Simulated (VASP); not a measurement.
# H2Os3 (P6/mmm) in VASP: notebook

H2Os3 is run at these levels: PBE; tasks: single point.

All numbers are computed with VASP 6.6.1; they aren't measurements. Logs are shortened: lines on timing, memory, paths and dates and some standing lists are left out, and cuts for length are marked.

**1. The cell of the first run**

The structure is hexagonal, space group P6/mmm (No. 191). Conventional cell: a = 4.255 Å, b = 4.255 Å, c = 3.393 Å, α = 90.00°, β = 90.00°, γ = 120.00°. Within 2.3 Å of H (site symmetry -6m2) lie 2 Os at 1.70 Å. Os (site symmetry 6/mmm) has 6 H at 2.46 Å and 12 Os at 2.99 Å within 3.2 Å. Within 2.3 Å of Os (site symmetry -6m2) lie 2 H at 1.70 Å.

The cell was generated, and may not be a known phase.

**2. Single point, PBE**

Input file INCAR:

```
SYSTEM = H2Os3
ALGO = Normal
EDIFF = 1E-7
ENCUT = 520
GGA = PE
ISIF = 2
ISMEAR = 0
LASPH = .True.
LCHARG = .False.
LREAL = .False.
LWAVE = .False.
NBANDS = 21
NELM = 60
PREC = Accurate
SIGMA = 0.1
```

Input file KPOINTS:

```
k-points
0
Gamma
  6 6 4
  0 0 0
```

Input file POSCAR:

```
H2Os3
1.0
    4.2550035563      0.0000000036      0.0000000000
   -2.1275017812      3.6849411712      0.0000000000
    0.0000000000      0.0000000000      3.3934139916
H Os
2 3
Direct
    0.3333333333      0.6666666667      0.5000000000
    0.6666666667      0.3333333333      0.5000000000
    0.0000000000      0.0000000000      0.5000000000
    0.3333333333      0.6666666667      0.0000000000
    0.6666666667      0.3333333333      0.0000000000
```

Potentials or basis: VASP PAW PBE potentials, release 64 (H, Os).

Command:

```console
cat potpaw_PBE.64/H/POTCAR potpaw_PBE.64/Os/POTCAR > POTCAR
mpirun -np 1 vasp_std > vasp.out
```

OUTCAR:

```text
SYSTEM = H2Os3
   EDIFF = 1E-7
   ENCUT = 520
   GGA = PE
   ISIF = 2
   ISMEAR = 0
   LASPH = .True.
   LREAL = .False.
   NELM = 60
   PREC = Accurate

 ion  position               nearest neighbor table
   1  0.333  0.667  0.500-   4 1.70   4 1.70
   2  0.667  0.333  0.500-   5 1.70   5 1.70
   3  0.000  0.000  0.500-   4 2.99   5 2.99   4 2.99   5 2.99   5 2.99   5 2.99   4 2.99   4 2.99
                             5 2.99   5 2.99   4 2.99   4 2.99
   4  0.333  0.667  0.000-   1 1.70   1 1.70   5 2.46   5 2.46   5 2.46   3 2.99   3 2.99   3 2.99
                             3 2.99   3 2.99   3 2.99
   5  0.667  0.333  0.000-   2 1.70   2 1.70   4 2.46   4 2.46   4 2.46   3 2.99   3 2.99   3 2.99
                             3 2.99   3 2.99   3 2.99

  LATTYP: Found a hexagonal cell.
 ALAT       =     4.2550035563
 C/A-ratio  =     0.7975114349

  Lattice vectors:

 A1 = (   4.2550035563,   0.0000000036,   0.0000000000)
 A2 = (  -2.1275017812,   3.6849411712,   0.0000000000)
 A3 = (   0.0000000000,   0.0000000000,   3.3934139916)

Analysis of symmetry for initial positions (statically):
=====================================================================
 Subroutine PRICEL returns:
 Original cell was already a primitive cell.

 Routine SETGRP: Setting up the symmetry group for a
 hexagonal supercell.

 Subroutine GETGRP returns: Found 24 space group operations
 (whereof 24 operations were pure point group operations)
 out of a pool of 24 trial point group operations.

The static configuration has the point symmetry D_6h.

Analysis of symmetry for dynamics (positions and initial velocities):
=====================================================================
 Subroutine PRICEL returns:
 Original cell was already a primitive cell.

 Routine SETGRP: Setting up the symmetry group for a
 hexagonal supercell.

 Subroutine GETGRP returns: Found 24 space group operations
 (whereof 24 operations were pure point group operations)
 out of a pool of 24 trial point group operations.

The dynamic configuration has the point symmetry D_6h.

 Subroutine INISYM returns: Found 24 space group operations
 (whereof 24 operations are pure point group operations),
 and found     1 'primitive' translations
[... 92 lines left out ...]
   LNONCOLLINEAR =      F non collinear calculations
   LSORBIT =      F    spin-orbit coupling
   LASPH  =      T    aspherical Exc in radial PAW
   ENCUT  =  520.0 eV  38.22 Ry    6.18 a.u.   7.91  7.91  6.31*2*pi/ulx,y,z
   NELM   =     60;   NELMIN=  2; NELMDL= -5     # of ELM steps
   EDIFF  = 0.1E-06   stopping-criterion for ELM
   LREAL  =      F    real-space projection
   EDIFFG = 0.1E-05   stopping-criterion for IOM
   NSW    =      0    number of steps for IOM
   IBRION =     -1    ionic relax: 0-MD 1-quasi-New 2-CG
   NFREE  =      0    steps in history (QN), initial steepest desc. (CG)
   ISIF   =      2    stress and relaxation
   ISYM   =      2    0-nonsym 1-usesym 2-fastsym
   POTIM  = 0.5000    time-step for ionic-motion
   TEBEG  =    0.0;   TEEND  =   0.0 temperature during run
   PSTRESS=    0.0 pullay stress
   NELECT =      26.0000    total number of electrons
   NUPDOWN=      -1.0000    fix difference up-down
   EMIN   =  10.00;   EMAX   =-10.00  energy-range for DOS
   EFERMI =   0.00;   METHOD = LEGACY
   ISMEAR =     0;   SIGMA  =   0.10  broadening in eV -4-tet -1-fermi 0-gaus
   EFERMI_NEDOS =   21; number of points for ismear=-14 and -15
   IALGO  =     38    algorithm
   IMIX   =      4    mixing-type and parameters
     AMIX     =   0.40;   BMIX     =  1.00
     AMIX_MAG =   1.60;   BMIX_MAG =  1.00
  volume/ion in A,a.u.               =      10.64        71.81
  Fermi-wavevector in a.u.,A,eV,Ry     =   1.289467  2.436739 22.622742  1.662725
  Thomas-Fermi vector in A             =   2.421358
   LORBIT       =      0    0 simple, 1 ext, 2 COOP (PROOUT), +10 PAW based schemes
   GGA     = PE    functional components
   LHFCALC =     F    Hartree Fock is set to
   AEXX    =    0.0000 exact exchange contribution
   IVDW    =     0    specifies the selected vdW correction
   LEPSILON=     F    determine dielectric tensor
   LRPA    =     F    only Hartree local field effects (RPA)
 non-spin polarized calculation
 Gauss-broadening in eV      SIGMA  =   0.10
  energy-cutoff  :      520.00
  volume of cell :       53.21
 maximum number of plane-waves:      1449
 NGX is ok and might be reduce to    32
   NGX = 15   NGY = 15   NGZ = 13

 number of electron      25.9999998 magnetization

 Free energy of the ion-electron system (eV)
  ---------------------------------------------------
  ext. energy  EPLUGINS =         0.00000000
  ---------------------------------------------------
  free energy    TOTEN  =       -36.17922807 eV

  energy without entropy =      -36.14992602  energy(sigma->0) =      -36.16457705

 E-fermi :   7.1029     XC(G=0): -13.0013

 val. band max:        7.0901092602   @ k =   0.3333   0.3333   0.5000
 cond. band min:       7.1413659581   @ k =   0.3333   0.1667   0.5000
 fundamental gap:      0.0512566979
 Fermi energy:         7.1028854924

 k-point     1 :       0.0000    0.0000    0.0000
  band No.  band energies     occupation
      1      -4.2538      2.00000
      2      -0.2208      2.00000
      3      -0.1045      2.00000
      4       3.8093      2.00000
      5       3.8093      2.00000
      6       3.9959      2.00000
[... 493 lines left out ...]
     20      11.9544      0.00000
     21      11.9544      0.00000

------------------------ aborting loop because EDIFF is reached ----------------------------------------

  FORCE on cell =-STRESS in cart. coord.  units (eV):
  Direction    XX          YY          ZZ          XY          YZ          ZX
  --------------------------------------------------------------------------------------
  -------------------------------------------------------------------------------------
  Total       -0.1399511     -0.1399511      0.4484344     -0.0000000      0.0000000      0.0000000
  in kB       -4.2142439     -4.2142439     13.5033713     -0.0000000      0.0000000      0.0000000
  external PRESSURE =       1.6916278 kB  Pullay stress =       0.0000000 kB

 VOLUME and BASIS-vectors are now :
 -----------------------------------------------------------------------------
  energy-cutoff  :      520.00
  volume of cell :       53.21
      direct lattice vectors                 reciprocal lattice vectors
     4.255003556  0.000000004  0.000000000     0.235017430  0.135687377  0.000000000
    -2.127501781  3.684941171  0.000000000    -0.000000000  0.271374753  0.000000000
     0.000000000  0.000000000  3.393413992     0.000000000  0.000000000  0.294688477

 POSITION                                       TOTAL-FORCE (eV/Angst)
 -----------------------------------------------------------------------------------
     -0.00000      2.45663      1.69671         0.000000     -0.000000     -0.000000
      2.12750      1.22831      1.69671        -0.000000      0.000000      0.000000
      0.00000      0.00000      1.69671         0.000000      0.000000      0.000000
     -0.00000      2.45663      0.00000        -0.000000     -0.000000      0.000000
      2.12750      1.22831      0.00000         0.000000      0.000000      0.000000
 -----------------------------------------------------------------------------------
    total drift:                               -0.000000      0.000000     -0.000000

  FREE ENERGIE OF THE ION-ELECTRON SYSTEM (eV)
  ---------------------------------------------------
  free  energy   TOTEN  =       -36.1792280732 eV

  energy  without entropy=      -36.1499260234  energy(sigma->0) =      -36.16457705
```

Run time: 12 s. Hardware: 1 thread of Intel Xeon 6975P-C (Granite Rapids), shared host; peak memory 0.18 GiB.

Results:

```
Free energy            : -36.1792 eV
Pressure               : 0.2 GPa
Band gap on the k mesh : zero (bands 13 and 14 overlap by 1.85 eV)
```

Stress tensor (GPa, compression positive):
```
-0.42  0.00  0.00
 0.00 -0.42  0.00
 0.00  0.00  1.35
```

Levels at points of the mesh, in eV from the Fermi level:
```csv
k point,band 9,band 10,band 11,band 12,band 13,band 14,band 15,band 16,band 17,band 18
"(0.00, 0.00, 0.00)",-2.89,-2.38,-2.38,-1.71,-1.71,-1.33,1.85,1.85,5.57,5.92
"(0.50, 0.00, 0.00)",-2.44,-2.19,-1.70,0.20,0.52,0.60,0.67,0.82,2.05,2.42
"(0.00, 0.00, 0.50)",-2.08,-1.26,-1.19,-1.19,0.15,0.51,0.75,0.75,1.60,1.60
"(0.50, 0.00, 0.50)",-1.92,-1.87,-1.66,-0.68,-0.14,-0.04,0.83,0.99,1.19,1.62
```

Caveat: the k points lie up to 0.46 Å⁻¹ apart, too coarse for converged energies and pressures of a metal; spin-orbit coupling is left out, which moves the levels of the heavy elements.

**3. Single point, PBE**

This run uses another cell than the first one, of 11.81 Å³/atom.

Input file INCAR:

```
SYSTEM = H2Os3
PREC = Accurate ; ENCUT = 520
EDIFF = 1E-6 ; ISMEAR = 0
SIGMA = 0.1 ; LREAL = .FALSE.
LASPH = .TRUE. ; NELM = 100
ALGO = Normal ; ISIF = 2
LWAVE = .FALSE. ; LCHARG = .FALSE.
GGA = PE ; NBANDS = 21
```

Input file KPOINTS:

```
Automatic mesh
0
G
  6 6 4
  0 0 0
```

Input file POSCAR:

```
H2Os3
1.0
    3.4455757300      0.0000000000      0.0000000000
   -1.7227878700      2.9839561100      0.0000000000
    0.0000000000      0.0000000000      5.7416574700
H Os
2 3
Direct
    0.3333333300      0.6666666700      0.5000000000
    0.6666666700      0.3333333300      0.5000000000
    0.0000000000      0.0000000000      0.5000000000
    0.3333333300      0.6666666700      0.0000000000
    0.6666666700      0.3333333300      0.0000000000
```

Potentials or basis: VASP PAW PBE potentials, release 64 (H, Os).

Command:

```console
cat potpaw_PBE.64/H/POTCAR potpaw_PBE.64/Os/POTCAR > POTCAR
mpirun -np 1 vasp_std > vasp.out
```

Wall time 14 s (1 thread of Intel Xeon 6975P-C (Granite Rapids), shared host); peak memory 0.19 GiB.

Results (log left out):

```yaml
Free_energy: -24.9793 eV
Pressure: 75.5 GPa
Band_gap_on_the_k_mesh: zero (bands 13 and 14 overlap by 0.92 eV)
```

Stress tensor (GPa, compression positive):
```
120.02   0.00   0.00
  0.00 120.02   0.00
  0.00   0.00 -13.45
```

Levels at points of the mesh, in eV from the Fermi level:
| k point | band 9 | band 10 | band 11 | band 12 | band 13 | band 14 | band 15 | band 16 | band 17 | band 18 |
| --- | --- | --- | --- | --- | --- | --- | --- | --- | --- | --- |
| (0.00, 0.00, 0.00) | -2.34 | -1.97 | -1.97 | -1.86 | -0.74 | -0.74 | 0.10 | 1.28 | 1.54 | 1.54 |
| (0.50, 0.00, 0.00) | -2.27 | -1.30 | -0.52 | -0.50 | -0.20 | 0.02 | 0.62 | 3.32 | 3.52 | 3.68 |
| (0.00, 0.00, 0.50) | -2.19 | -2.19 | -2.02 | -2.02 | -0.27 | -0.27 | 0.69 | 0.97 | 0.97 | 1.69 |
| (0.50, 0.00, 0.50) | -1.47 | -0.84 | -0.82 | -0.53 | -0.33 | -0.20 | 0.53 | 1.54 | 3.54 | 3.67 |

Caveat: atoms lie so close that the PAW spheres overlap strongly, which falsifies energies and pressures; the stress differs along the axes, from -13 to 120 GPa; spin-orbit coupling is left out, which moves the levels of the heavy elements.

**4. Single point, PBE**

This run uses another cell than the first one, of 10.61 Å³/atom.

Input file INCAR:

```
  ALGO = Normal
  EDIFF = 1E-6
  ENCUT = 520
  GGA = PE
  ISIF = 2
  ISMEAR = 0
  LASPH = T
  LCHARG = F
  LREAL = F
  LWAVE = F
  NBANDS = 21
  NELM = 60
  PREC = Accurate
  SIGMA = 0.1
```

Input file KPOINTS:

```
k-points
0
Gamma
  6 6 6
```

Input file POSCAR:

```
H2Os3
1.0
    4.2625042745      0.0000000000      0.0000000000
   -2.1312521372      3.6914369855      0.0000000000
    0.0000000000      0.0000000000      3.3712814603
H Os
2 3
Direct
    0.3333333333      0.6666666667      0.5000000000
    0.6666666667      0.3333333333      0.5000000000
    0.0000000000      0.0000000000      0.5000000000
    0.3333333333      0.6666666667      0.0000000000
    0.6666666667      0.3333333333      0.0000000000
```

Command:

```console
cat potpaw_PBE.64/H/POTCAR potpaw_PBE.64/Os/POTCAR > POTCAR
mpirun -np 1 vasp_std > vasp.out
```

It took 14 s on 1 thread of Intel Xeon 6975P-C (Granite Rapids), shared host; peak memory 0.18 GiB.

The run converged. Its results:

```
Free energy            : -36.3094 eV
Pressure               : 0.2 GPa
Band gap on the k mesh : zero (bands 13 and 14 overlap by 1.92 eV)
```

Stress tensor (GPa, compression positive):
```
-0.38  0.00  0.00
 0.00 -0.38  0.00
 0.00  0.00  1.39
```

Levels at points of the mesh, in eV from the Fermi level:
```tsv
k point	band 10	band 11	band 12	band 13	band 14	band 15	band 16	band 17
(0.00, 0.00, 0.00)	-2.44	-2.44	-1.80	-1.80	-1.46	1.75	1.75	5.62
(0.50, 0.00, 0.00)	-2.29	-1.81	0.13	0.46	0.51	0.55	0.67	1.97
(0.00, 0.00, 0.50)	-1.35	-1.35	-1.32	0.04	0.51	0.70	0.70	1.55
(0.50, 0.00, 0.50)	-1.96	-1.73	-0.83	-0.21	-0.07	0.73	0.87	1.07
```

Caveat: spin-orbit coupling is left out, which moves the levels of the heavy elements.

**5. Summary**

```tsv
cell	k mesh	gap on the mesh (eV)	pressure (GPa)
a = 4.255, b = 4.255, c = 3.393 Å, angles 90.0, 90.0, 120.0°, 5 atoms	6 × 6 × 4	none	0.2
a = 3.446, b = 3.446, c = 5.742 Å, angles 90.0, 90.0, 120.0°, 5 atoms	6 × 6 × 4	none	75.5
a = 4.263, b = 4.263, c = 3.371 Å, angles 90.0, 90.0, 120.0°, 5 atoms	6 × 6 × 6	none	0.2
```

Alike in all rows: task single point; level PBE; potentials or basis VASP PAW PBE potentials, release 64 (H, Os); no spin polarisation; cutoff (eV) 520; smearing gaussian 0.1 eV.

Caveats: some runs use coarse meshes; spin-orbit coupling is left out, which moves the levels of the heavy elements; atoms lie so close that the PAW spheres overlap strongly, which falsifies energies and pressures (at least some runs); the stress differs along the axes, from -13 to 120 GPa (at least some runs).

Absolute energies hang on the potentials; compare differences alone.

The gap in the log of VASP goes by the Fermi energy; the results here count the filled bands.